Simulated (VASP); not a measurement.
# W (Im-3m) in VASP: notebook

Aim: see how the results for W move with the level of theory and the settings. Levels: PBE, revPBE+D3(BJ). Tasks: single point, relaxation of cell and atoms.

Program: VASP 6.6.1. These are calculated values, not measurements. Logs are shortened: lines on timing, memory, paths and dates and some standing lists are left out, and cuts for length are marked.

## (1) The cell of the first run

Symmetry: Im-3m, No. 229, cubic system. The conventional cell has a = 3.165 Å, b = 3.165 Å, c = 3.165 Å, α = 90.00°, β = 90.00°, γ = 90.00°. Within 3.6 Å of W (site symmetry m-3m) lie 14 W at 2.74 to 3.16 Å.

## (2) Single point, PBE

Contents of INCAR:

```
PREC     = Accurate       # precision mode
ENCUT    = 520            # plane-wave cutoff, eV
EDIFF    = 1E-6           # SCF threshold, eV
ISMEAR   = 0              # smearing method
SIGMA    = 0.02           # smearing width, eV
LREAL    = F              # projectors in reciprocal space
LASPH    = T              # aspherical terms in the spheres
NELM     = 100            # most SCF steps
ALGO     = Normal         # electronic algorithm
ISIF     = 2              # what is computed and relaxed
LWAVE    = F              # write WAVECAR
LCHARG   = T              # write CHGCAR
GGA      = PE             # functional
LELF     = T              # ELF
LVHAR    = T            
NBANDS   = 13             # bands
```

Contents of KPOINTS:

```
regular mesh
0
Gamma
  12 12 12
```

Contents of POSCAR:

```
W
1.0
   -1.5823450000      1.5823450000      1.5823450000
    1.5823450000     -1.5823450000      1.5823450000
    1.5823450000      1.5823450000     -1.5823450000
W
1
Direct
    0.0000000000      0.0000000000      0.0000000000
```

Potentials or basis: VASP PAW PBE potentials, release 64 (W_sv).

Started as:

```
> cat potpaw_PBE.64/W_sv/POTCAR > POTCAR
> mpirun -np 1 vasp_std > vasp.out
```

OUTCAR:

```text
PREC = Accurate
   ENCUT = 520
   EDIFF = 1E-6
   ISMEAR = 0
   LREAL = F
   LASPH = T
   NELM = 100
   ISIF = 2
   GGA = PE

 ion  position               nearest neighbor table
   1  0.000  0.000  0.000-

  LATTYP: Found a body centered cubic cell.
 ALAT       =     3.1646900000

  Lattice vectors:

 A1 = (  -1.5823450000,   1.5823450000,   1.5823450000)
 A2 = (   1.5823450000,  -1.5823450000,   1.5823450000)
 A3 = (   1.5823450000,   1.5823450000,  -1.5823450000)

Analysis of symmetry for initial positions (statically):
=====================================================================
 Subroutine PRICEL returns:
 Original cell was already a primitive cell.

 Routine SETGRP: Setting up the symmetry group for a
 body centered cubic supercell.

 Subroutine GETGRP returns: Found 48 space group operations
 (whereof 48 operations were pure point group operations)
 out of a pool of 48 trial point group operations.

The static configuration has the point symmetry O_h .

Analysis of symmetry for dynamics (positions and initial velocities):
=====================================================================
 Subroutine PRICEL returns:
 Original cell was already a primitive cell.

 Routine SETGRP: Setting up the symmetry group for a
 body centered cubic supercell.

 Subroutine GETGRP returns: Found 48 space group operations
 (whereof 48 operations were pure point group operations)
 out of a pool of 48 trial point group operations.

The dynamic configuration has the point symmetry O_h .

 Subroutine INISYM returns: Found 48 space group operations
 (whereof 48 operations are pure point group operations),
 and found     1 'primitive' translations

----------------------------------------------------------------------------------------

                                     Primitive cell

  volume of cell :      15.8476

  direct lattice vectors                    reciprocal lattice vectors
    -1.582345000  1.582345000  1.582345000     0.000000000  0.315986716  0.315986716
     1.582345000 -1.582345000  1.582345000     0.315986716  0.000000000  0.315986716
     1.582345000  1.582345000 -1.582345000     0.315986716  0.315986716  0.000000000

  length of vectors
     2.740701935  2.740701935  2.740701935     0.446872699  0.446872699  0.446872699

  position of ions in fractional coordinates (direct lattice)
     0.000000000  0.000000000  0.000000000

  ion indices of the primitive-cell ions
   primitive index   ion index
                 1           1

----------------------------------------------------------------------------------------

 KPOINTS: regular mesh

Automatic generation of k-mesh.
 Grid dimensions read from file:
 generate k-points for:   12   12   12

 Generating k-lattice:

  Cartesian coordinates                     Fractional coordinates (reciprocal lattice)
     0.000000000  0.026332226  0.026332226     0.083333333  0.000000000  0.000000000
     0.026332226  0.000000000  0.026332226     0.000000000  0.083333333  0.000000000
     0.026332226  0.026332226  0.000000000     0.000000000  0.000000000  0.083333333

  Length of vectors
     0.037239392  0.037239392  0.037239392

  Shift w.r.t. Gamma in fractional coordinates (k-lattice)
     0.000000000  0.000000000  0.000000000

 Subroutine IBZKPT returns following result:
 ===========================================

 Found     72 irreducible k-points:

 Following reciprocal coordinates:
            Coordinates               Weight
  0.000000  0.000000  0.000000      1.000000
  0.083333  0.000000  0.000000     12.000000
  0.166667  0.000000  0.000000     12.000000
  0.250000  0.000000  0.000000     12.000000
  0.333333  0.000000  0.000000     12.000000
  0.416667  0.000000  0.000000     12.000000
[... 16 lines left out ...]
  0.333333  0.083333  0.083333     24.000000
  0.416667  0.083333  0.083333     12.000000
 [... further k-points ...]
   k-points           NKPTS =     72   k-points in BZ     NKDIM =     72   number of bands    NBANDS=     13
   number of dos      NEDOS =    301   number of ions     NIONS =      1
   total plane-waves  NPLWV =   8000
   dimension x,y,z NGX =    20 NGY =   20 NGZ =   20
   dimension x,y,z NGXF=    40 NGYF=   40 NGZF=   40
   ions per type =               1
   NGX,Y,Z   is equivalent  to a cutoff of  12.13, 12.13, 12.13 a.u.
   NGXF,Y,Z  is equivalent  to a cutoff of  24.26, 24.26, 24.26 a.u.
 SYSTEM =  unknown system
   PREC   = accura    normal or accurate (medium, high low for compatibility)
   ISTART =      0    job   : 0-new  1-cont  2-samecut
   ICHARG =      2    charge: 1-file 2-atom 10-const
   ISPIN  =      1    spin polarized calculation?
   LNONCOLLINEAR =      F non collinear calculations
   LSORBIT =      F    spin-orbit coupling
   LASPH  =      T    aspherical Exc in radial PAW
   ENCUT  =  520.0 eV  38.22 Ry    6.18 a.u.   5.10  5.10  5.10*2*pi/ulx,y,z
   NELM   =    100;   NELMIN=  2; NELMDL= -5     # of ELM steps
   EDIFF  = 0.1E-05   stopping-criterion for ELM
   LREAL  =      F    real-space projection
   EDIFFG = 0.1E-04   stopping-criterion for IOM
   NSW    =      0    number of steps for IOM
   IBRION =     -1    ionic relax: 0-MD 1-quasi-New 2-CG
   NFREE  =      0    steps in history (QN), initial steepest desc. (CG)
   ISIF   =      2    stress and relaxation
   ISYM   =      2    0-nonsym 1-usesym 2-fastsym
   POTIM  = 0.5000    time-step for ionic-motion
   TEBEG  =    0.0;   TEEND  =   0.0 temperature during run
   PSTRESS=    0.0 pullay stress
   NELECT =      14.0000    total number of electrons
   NUPDOWN=      -1.0000    fix difference up-down
   EMIN   =  10.00;   EMAX   =-10.00  energy-range for DOS
   EFERMI =   0.00;   METHOD = LEGACY
   ISMEAR =     0;   SIGMA  =   0.02  broadening in eV -4-tet -1-fermi 0-gaus
   EFERMI_NEDOS =   21; number of points for ismear=-14 and -15
   IALGO  =     38    algorithm
   IMIX   =      4    mixing-type and parameters
     AMIX     =   0.40;   BMIX     =  1.00
     AMIX_MAG =   1.60;   BMIX_MAG =  1.00
  volume/ion in A,a.u.               =      15.85       106.94
  Fermi-wavevector in a.u.,A,eV,Ry     =   1.570832  2.968442 33.572544  2.467512
  Thomas-Fermi vector in A             =   2.672506
   LORBIT       =      0    0 simple, 1 ext, 2 COOP (PROOUT), +10 PAW based schemes
   GGA     = PE    functional components
   LHFCALC =     F    Hartree Fock is set to
   AEXX    =    0.0000 exact exchange contribution
   IVDW    =     0    specifies the selected vdW correction
   LEPSILON=     F    determine dielectric tensor
   LRPA    =     F    only Hartree local field effects (RPA)
 non-spin polarized calculation
 Gauss-broadening in eV      SIGMA  =   0.02
  energy-cutoff  :      520.00
  volume of cell :       15.85
 maximum number of plane-waves:       438
   NGX = 11   NGY = 11   NGZ = 11

 number of electron      14.0000004 magnetization

 Free energy of the ion-electron system (eV)
  ---------------------------------------------------
  ext. energy  EPLUGINS =         0.00000000
  ---------------------------------------------------
  free energy    TOTEN  =       -12.94778360 eV

  energy without entropy =      -12.94748984  energy(sigma->0) =      -12.94763672

 E-fermi :  11.3290     XC(G=0): -13.6446

 val. band max:       11.3188136065   @ k =  -0.2500   0.3333   0.1667
 cond. band min:      11.3679821249   @ k =  -0.1667   0.1667   0.0833
 fundamental gap:      0.0491685184
 Fermi energy:        11.3289901359

 k-point     1 :       0.0000    0.0000    0.0000
  band No.  band energies     occupation
      1     -62.7514      2.00000
      2     -26.3113      2.00000
      3     -26.3113      2.00000
      4     -26.3113      2.00000
      5       1.8093      2.00000
      6      10.2112      2.00000
      7      10.2112      2.00000
      8      10.2112      2.00000
      9      13.7035      0.00000
     10      13.7035      0.00000
     11      25.9664      0.00000
     12      25.9664      0.00000
     13      25.9664      0.00000

 k-point     2 :       0.0833    0.0000    0.0000
  band No.  band energies     occupation
      1     -62.7424      2.00000
      2     -26.4045      2.00000
      3     -26.3404      2.00000
      4     -26.3118      2.00000
      5       2.1429      2.00000
      6      10.0102      2.00000
      7      10.1588      2.00000
      8      10.5352      2.00000
      9      13.4013      0.00000
     10      13.7067      0.00000
     11      26.2430      0.00000
     12      26.5344      0.00000
     13      26.7622      0.00000

 k-point     3 :       0.1667    0.0000    0.0000
  band No.  band energies     occupation
      1     -62.7180      2.00000
      2     -26.6533      2.00000
      3     -26.4191      2.00000
      4     -26.3130      2.00000
      5       3.0548      2.00000
      6       9.5050      2.00000
      7       9.9038      2.00000
      8      11.4826      0.00000
      9      13.0038      0.00000
     10      13.7494      0.00000
     11      26.7083      0.00000
     12      28.1316      0.00000
     13      28.3040      0.00000

 k-point     4 :       0.2500    0.0000    0.0000
  band No.  band energies     occupation
      1     -62.6845      2.00000
      2     -26.9810      2.00000
      3     -26.5248      2.00000
      4     -26.3148      2.00000
      5       4.2255      2.00000
      6       8.8964      2.00000
      7       9.5869      2.00000
      8      12.9750      0.00000
      9      13.0766      0.00000
     10      13.8923      0.00000
     11      26.2077      0.00000
     12      27.9837      0.00000
     13      30.5254      0.00000

 k-point     5 :       0.3333    0.0000    0.0000
  band No.  band energies     occupation
      1     -62.6509      2.00000
      2     -27.2958      2.00000
      3     -26.6286      2.00000
      4     -26.3167      2.00000
      5       5.0291      2.00000
      6       8.3578      2.00000
      7       9.9690      2.00000
      8      13.4470      0.00000
      9      14.1514      0.00000
     10      14.8446      0.00000
     11      24.7309      0.00000
     12      25.6662      0.00000
     13      32.5878      0.00000
[... 257 lines left out ...]
 k-point    22 :       0.2500    0.0833    0.0833
  band No.  band energies     occupation
      1     -62.6447      2.00000
      2     -27.3041      2.00000
      3     -26.6371      2.00000
      4     -26.3961      2.00000
      5       5.6979      2.00000
      6       8.2210      2.00000
      7       9.1505      2.00000
      8      13.5945      0.00000
      9      14.2216      0.00000
     10      16.2206      0.00000
     11      25.1804      0.00000
     12      25.3941      0.00000
     13      29.1769      0.00000

 k-point    23 :       0.3333    0.0833    0.0833
  band No.  band energies     occupation
      1     -62.6228      2.00000
      2     -27.4595      2.00000
      3     -26.7478      2.00000
      4     -26.4027      2.00000
      5       5.8666      2.00000
      6       7.9303      2.00000
      7      10.3637      2.00000
      8      13.8226      0.00000
      9      14.5018      0.00000
     10      18.0468      0.00000
     11      22.5189      0.00000
     12      24.1303      0.00000
     13      28.0140      0.00000

 k-point    24 :       0.4167    0.0833    0.0833
  band No.  band energies     occupation
      1     -62.6147      2.00000
      2     -27.5143      2.00000
      3     -26.7894      2.00000
      4     -26.4051      2.00000
      5       5.8321      2.00000
      6       7.8317      2.00000
      7      11.1705      2.00000
      8      13.8445      0.00000
      9      14.6161      0.00000
     10      18.8680      0.00000
     11      21.3777      0.00000
     12      23.6598      0.00000
     13      27.4851      0.00000

 [... further k-points ...]
[... 5 lines left out ...]
  --------------------------------------------------------------------------------------
  -------------------------------------------------------------------------------------
  Total        0.6596105      0.6596105      0.6596105      0.0000000     -0.0000000      0.0000000
  in kB       66.6859914     66.6859914     66.6859914      0.0000000     -0.0000000      0.0000000
  external PRESSURE =      66.6859914 kB  Pullay stress =       0.0000000 kB

 VOLUME and BASIS-vectors are now :
 -----------------------------------------------------------------------------
  energy-cutoff  :      520.00
  volume of cell :       15.85
      direct lattice vectors                 reciprocal lattice vectors
    -1.582345000  1.582345000  1.582345000     0.000000000  0.315986716  0.315986716
     1.582345000 -1.582345000  1.582345000     0.315986716  0.000000000  0.315986716
     1.582345000  1.582345000 -1.582345000     0.315986716  0.315986716  0.000000000

 POSITION                                       TOTAL-FORCE (eV/Angst)
 -----------------------------------------------------------------------------------
      0.00000      0.00000      0.00000        -0.000000     -0.000000     -0.000000
 -----------------------------------------------------------------------------------
    total drift:                                0.000000     -0.000000     -0.000000

  FREE ENERGIE OF THE ION-ELECTRON SYSTEM (eV)
  ---------------------------------------------------
  free  energy   TOTEN  =       -12.9477836021 eV

  energy  without entropy=      -12.9474898365  energy(sigma->0) =      -12.94763672
```

Run time: 11 s. Hardware: 1 thread of AMD EPYC 7R43 (Zen 3), shared host; peak memory 0.1 GiB.

Results:

```
Free energy            : -12.9478 eV
Pressure               : 6.7 GPa
Band gap on the k mesh : zero (band 7 reaches 16.61 eV, above the bottom of band 8 at 10.21 eV)
```

Caveat: spin-orbit coupling is left out, which moves the levels of the heavy elements.

## (3) Single point, revPBE+D3(BJ)

This run uses another cell than the first one, of 15.63 Å³/atom, 0.986 times its volume.

Contents of INCAR:

```
SYSTEM = W
PREC     = Accurate       ! precision mode
ENCUT    = 520            ! plane-wave cutoff, eV
EDIFF    = 1E-7           ! SCF threshold, eV
ISMEAR   = -1             ! smearing method
SIGMA    = 0.05           ! smearing width, eV
LREAL    = .False.        ! projectors in reciprocal space
LASPH    = .True.         ! aspherical terms in the spheres
NELM     = 60             ! most SCF steps
ALGO     = Normal         ! electronic algorithm
ISIF     = 2              ! what is computed and relaxed
LWAVE    = .False.        ! write WAVECAR
LCHARG   = .False.        ! write CHGCAR
GGA      = RE             ! functional
IVDW     = 12             ! dispersion correction
NBANDS   = 13             ! bands
```

Contents of KPOINTS:

```
Automatic mesh
0
Gamma
  12 12 12
  0 0 0
```

Contents of POSCAR:

```
W
1.0
   -1.5749531626      1.5749531626      1.5749531626
    1.5749531626     -1.5749531626      1.5749531626
    1.5749531626      1.5749531626     -1.5749531626
W
1
Direct
    0.0000000000      0.0000000000      0.0000000000
```

Potentials or basis: VASP PAW PBE potentials, release 64 (W_sv).

Started as:

```
> cat potpaw_PBE.64/W_sv/POTCAR > POTCAR
> mpirun -np 1 vasp_std > vasp.out
```

It took 11 s on 1 thread of AMD EPYC 7R43 (Zen 3), shared host; peak memory 0.11 GiB.

The run converged. Its results:

* Free energy: -13.7560 eV
* Pressure: 0.6 GPa
* Band gap on the k mesh: zero (band 7 reaches 16.98 eV, above the bottom of band 8 at 10.46 eV)
* Dispersion energy per atom: -1.269 eV

Levels at points of the mesh, in eV from the Fermi level:
```tsv
k point	band 3	band 4	band 5	band 6	band 7	band 8	band 9	band 10	band 11	band 12
(0.00, 0.00, 0.00)	-37.64	-37.64	-9.64	-1.17	-1.17	-1.17	2.39	2.39	14.61	14.61
(0.50, 0.00, 0.00)	-38.08	-37.65	-6.29	-3.55	0.79	2.29	3.29	6.36	11.41	11.59
(0.50, 0.50, 0.50)	-38.58	-38.58	-5.86	-5.86	5.35	5.35	5.35	8.43	8.43	8.43
```

Caveat: the PAW data sets were made with another functional, which shifts forces and pressure a little; spin-orbit coupling is left out, which moves the levels of the heavy elements; pairwise dispersion overbinds metals, which lowers pressure and volume.

## (4) Relaxation of cell and atoms, revPBE+D3(BJ)

Contents of INCAR:

```
SYSTEM = W
ALGO     = Normal         ! electronic algorithm
EDIFF    = 1E-6           ! SCF threshold, eV
EDIFFG   = -0.005         ! ionic threshold
ENCUT    = 600            ! plane-wave cutoff, eV
GGA      = RE             ! functional
IBRION   = 2              ! ionic algorithm
ISIF     = 3              ! what is computed and relaxed
ISMEAR   = -1             ! smearing method
IVDW     = 12             ! dispersion correction
LASPH    = .True.         ! aspherical terms in the spheres
LCHARG   = .False.        ! write CHGCAR
LREAL    = .False.        ! projectors in reciprocal space
LWAVE    = .False.        ! write WAVECAR
NELM     = 80             ! most SCF steps
NSW      = 80             ! ionic steps
PREC     = Accurate       ! precision mode
SIGMA    = 0.05           ! smearing width, eV
```

Contents of KPOINTS:

```
k-points
0
Gamma
  12 12 12
  0 0 0
```

Contents of POSCAR:

```
W
1.0
   -1.5823450000      1.5823450000      1.5823450000
    1.5823450000     -1.5823450000      1.5823450000
    1.5823450000      1.5823450000     -1.5823450000
W
1
Direct
    0.0000000000      0.0000000000      0.0000000000
```

Started as:

```
> cat potpaw_PBE.64/W_sv/POTCAR > POTCAR
> mpirun -np 1 vasp_std > vasp.out
```

It took 33 s on 1 thread of AMD EPYC 7R43 (Zen 3), shared host; peak memory 0.13 GiB.

Results (log left out):

| Item | Value |
| --- | --- |
| Free energy | -13.7565 eV |
| Relaxed volume | 15.66 Å³/atom |
| Relaxed cell | a = 2.730 Å, b = 2.730 Å, c = 2.730 Å, α = 109.47°, β = 109.47°, γ = 109.47° |
| Space group after relaxing (to 0.05 Å) | Im-3m (No. 229) |
| Energy gained by relaxing | 2.3 meV/atom |
| Ionic steps | 4 |
| Pressure after relaxing | 0.0 GPa |
| Band gap on the k mesh | zero (band 7 reaches 16.94 eV, above the bottom of band 8 at 10.44 eV) |
| Dispersion energy per atom | -1.266 eV |

Step by step:
```tsv
step	energy change (eV)	largest force (eV/Å)	pressure (GPa)	volume (Å³)
1	0.0000	0.0000	-3.77	15.85
2	0.0269	0.0000	14.86	15.01
3	-0.0023	0.0000	-0.07	15.66
4	-0.0023	0.0000	-0.02	15.66
```

Final structure:
```
W
1.0
    -1.57601    1.57601    1.57601
     1.57601   -1.57601    1.57601
     1.57601    1.57601   -1.57601
W
1
Direct
  0.00000 0.00000 0.00000
```

Levels at points of the mesh, in eV from the Fermi level:
```
           k point  band 5  band 6  band 7  band 8  band 9  band 10
(0.00, 0.00, 0.00)   -9.62   -1.16   -1.16   -1.16    2.39     2.39
(0.50, 0.00, 0.00)   -6.27   -3.54    0.78    2.29    3.29     6.34
(0.50, 0.50, 0.50)   -5.85   -5.85    5.34    5.34    5.34     8.42
```

Caveat: the PAW data sets were made with another functional, which shifts forces and pressure a little; spin-orbit coupling is left out, which moves the levels of the heavy elements; pairwise dispersion overbinds metals, which lowers pressure and volume.

## (5) Overview

```tsv
task	level	cell	cutoff (eV)	smearing	gap on the mesh (eV)	pressure (GPa)
single point	PBE	a = 2.741 Å, angles 109.5°, 1 atom	520	gaussian 0.02 eV	none	6.7
single point	revPBE+D3(BJ)	a = 2.728 Å, angles 109.5°, 1 atom	520	fermi-dirac 0.05 eV	none	0.6
relaxation of cell and atoms	revPBE+D3(BJ)	relaxed from a = 2.741 Å, angles 109.5°, 1 atom	600	fermi-dirac 0.05 eV	none	0.0
```

Alike in all rows: potentials or basis VASP PAW PBE potentials, release 64 (W_sv); no spin polarisation; k mesh 12 × 12 × 12.

Caveats: spin-orbit coupling is left out, which moves the levels of the heavy elements; the PAW data sets were made with another functional, which shifts forces and pressure a little (some runs); pairwise dispersion overbinds metals, which lowers pressure and volume (some runs).

Absolute energies hang on the potentials; compare differences alone.
